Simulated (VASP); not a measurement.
Here is a VASP 6.6.1 calculation.

Contents of INCAR:

```
PREC = Accurate
ENCUT = 520
EDIFF = 1E-6
ISMEAR = 0
SIGMA = 0.03
LREAL = F
LASPH = T
NELM = 60
ALGO = Normal
ISIF = 2
LWAVE = F
LCHARG = F
GGA = PE
NBANDS = 17
```

File KPOINTS:

```
regular mesh
0
Gamma
  10 10 10
```

Contents of POSCAR:

```
PbS
1.0
    0.0000000000      3.0243000000      2.9650000000
    3.0243000000      0.0000000000      2.9650000000
    3.0243000000      3.0243000000      0.0000000000
Pb S
1 1
Direct
    0.0000000000      0.0000000000      0.0000000000
    0.5000000000      0.5000000000      0.5000000000
```

Potentials or basis: VASP PAW PBE potentials, release 64 (Pb_d, S).

Launch:

```console
$ cat potpaw_PBE.64/Pb_d/POTCAR potpaw_PBE.64/S/POTCAR > POTCAR
$ mpirun -np 1 vasp_std > vasp.out
```

Q: Predict the band gap on the k mesh.

A: 0.49 eV.

Q: What does it give for the pressure?

A: 0.0 GPa.

Stress tensor (GPa, compression positive):
```
-0.75  0.00  0.00
 0.00 -0.75  0.00
 0.00  0.00  1.48
```

Caveat: the cell differs from its parent crystal (strain +0.0200 x Voigt [1, 1, 0, 0, 0, 0]); spin-orbit coupling is left out, which moves the levels of the heavy elements. A k mesh can miss the band edges.
